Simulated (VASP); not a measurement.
Cu: single point with LDA

Crystal: Cu.

```
Cu
1.0
     1.20200   -3.92264    0.00000
     1.20200    3.92264    0.00000
     0.00000    0.00000    2.44204
Cu
2
Cartesian
  1.2020 -2.8724 1.8315
  1.2020 2.8724 0.6105
```

```
Program                : VASP 6.6.1
Task                   : single point
Functional             : LDA
Potentials or basis    : VASP PAW LDA potentials, release 64 (Cu)
Cutoff                 : 520 eV
k mesh                 : 11 × 11 × 11
Occupations            : fermi-dirac, width 0.05 eV
Spin                   : no spin polarisation
Dipole correction      : no
Further INCAR settings : ALGO = Fast; EDIFF = 1e-06; NBANDS = 18
```

The pressure is -0.5 GPa and the largest force is 0.017 eV/Å. The band gap on the k mesh is zero (bands 11 and 12 overlap by 5.56 eV).

Forces on the atoms (eV/Å):
```
Cu   0.000 -0.017  0.000
Cu   0.000  0.017  0.000
```

Stress tensor (GPa, compression positive):
```
-0.30  0.00  0.00
 0.00 -1.16  0.00
 0.00  0.00  0.02
```

Levels at points of the mesh, in eV from the Fermi level:
| k point | band 7 | band 8 | band 9 | band 10 | band 11 | band 12 | band 13 | band 14 | band 15 | band 16 |
| --- | --- | --- | --- | --- | --- | --- | --- | --- | --- | --- |
| (0.00, 0.00, 0.00) | -2.47 | -2.14 | -1.92 | -1.77 | -1.52 | -0.14 | 5.00 | 15.03 | 18.80 | 19.69 |

Run time: 88 s on 1 thread of Intel(R) Xeon(R) Platinum 8375C CPU @ 2.90GHz (Ice Lake), on a shared host, peak memory 0.19 GiB.
